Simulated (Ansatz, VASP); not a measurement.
# One calculation of Si5C, two programs

File INCAR:

```
SYSTEM = Si5C
ALGO = Normal ; EDIFF = 1E-6
EDIFFG = -0.04 ; ENCUT = 600
GGA = PE ; IBRION = 2
ISIF = 3 ; ISMEAR = 0
LASPH = .True. ; LCHARG = .False.
LREAL = .False. ; LWAVE = .False.
NELM = 80 ; NSW = 90
PREC = Accurate ; SIGMA = 0.1
```

KPOINTS

```
k-points
0
Gamma
  6 6 2
  0 0 0
```

The input POSCAR:

```
Si5C
1.0
    3.1422475142      0.0000000000      0.0000000000
   -1.5711237571      2.7212661723      0.0000000000
    0.0000000000      0.0000000000     13.6834360121
Si C
5 1
Direct
    0.3333333333      0.6666666667      0.5857949161
    0.3333333333      0.6666666667      0.0000000000
    0.3333333333      0.6666666667      0.4142050839
    0.6666666667      0.3333333333      0.7001569288
    0.6666666667      0.3333333333      0.2998430712
    0.6666666667      0.3333333333      0.0000000000
```

Input for Ansatz:

```yaml
crystal:
  lattice:
    - [3.1422475142, 0.0, 0.0]
    - [-1.5711237571, 2.7212661723, 0.0]
    - [0.0, 0.0, 13.6834360121]
  atoms:
    - { symbol: Si, position: [0.3333333333, 0.6666666667, 0.5857949161] }
    - { symbol: Si, position: [0.3333333333, 0.6666666667, 0.0] }
    - { symbol: Si, position: [0.3333333333, 0.6666666667, 0.4142050839] }
    - { symbol: Si, position: [0.6666666667, 0.3333333333, 0.7001569288] }
    - { symbol: Si, position: [0.6666666667, 0.3333333333, 0.2998430712] }
    - { symbol: C, position: [0.6666666667, 0.3333333333, 0.0] }
basis:
  ecutwfc: 420
kpoints:
  mp_grid: { grid: [6, 6, 2] }
hamiltonian:
  xc: pbe
scf:
  occupations: { method: gaussian, width: 0.1 }
  lower_state_search: "off"
output:
  forces: true
  stress: true
  eigenvalues: true
relax:
  adjacent_minimum: "off"
  f_tol: 0.04
  max_steps: 70
  cell: { stress_tol: 0.4 }
```

Alike in both runs: task relaxation of cell and atoms; functional PBE; k mesh 6 × 6 × 2; occupations gaussian, width 0.1 eV; no spin polarisation.

|  | VASP | Ansatz |
| --- | --- | --- |
| version | VASP 6.6.1 | Ansatz 0.2.0 |
| potentials or method | VASP PAW PBE potentials, release 64 (Si, C), cutoff 600 eV | scalar-relativistic, plane waves, PAW |
| valence electrons in the cell | 24 | 24 |

Ansatz gave:

| Property | Result |
| --- | --- |
| gap on the k mesh at the Fermi level, each at its own relaxed structure (eV) | none |
| relaxed volume (Å³/atom) | 19.29 |
| relaxed length of the cell vector where the two differ most in proportion (Å) | 13.853 |

Problem. Which values does VASP return?

Solution. gap on the k mesh at the Fermi level, each at its own relaxed structure (eV): none; relaxed volume (Å³/atom): 19.33; relaxed length of the cell vector where the two differ most in proportion (Å): 13.888.

A gap of «none» marks a metal or a gap that the smearing closes.

The k mesh is coarse, so the values compare programs but aren't converged.
